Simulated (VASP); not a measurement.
Crystal: TaN.

```xyz
2
Lattice="0.0000 2.2282 2.2282 2.2282 0.0000 2.2282 2.2282 2.2282 0.0000" Properties=species:S:1:pos:R:3 pbc="T T T"
Ta    2.2282    2.2282    2.2282
N     0.0000    0.0000    0.0000
```

Base run:

- Program: VASP 6.6.1
- Functional: LDA
- Potentials or basis: VASP PAW LDA potentials, release 64 (Ta_pv, N)
- Cutoff: 520 eV
- k mesh: 18 × 18 × 18
- Occupations: gaussian, width 0.15 eV
- Spin: no spin polarisation

Its results: band gap on the k mesh zero (band 8 reaches 10.70 eV, above the bottom of band 9 at 6.92 eV); pressure -22.0 GPa.

Q: The run is repeated on the same cell with these changes: potentials or basis from VASP PAW LDA potentials, release 64 (Ta_pv, N) to VASP PAW LDA potentials, release 64 (Ta_sv_GW, N); cutoff from 520 eV to 600 eV; further incar settings from ALGO = Normal; EDIFF = 1e-06; NBANDS = 15 to ALGO = Normal; EDIFF = 1e-06; NBANDS = 16; valence electrons from 16 to 18. What comes out?

A: Band gap on the k mesh zero (band 9 reaches 14.64 eV, above the bottom of band 10 at 10.85 eV); pressure -22.7 GPa.

Caveats: spin-orbit coupling is left out, which moves the levels of the heavy elements.
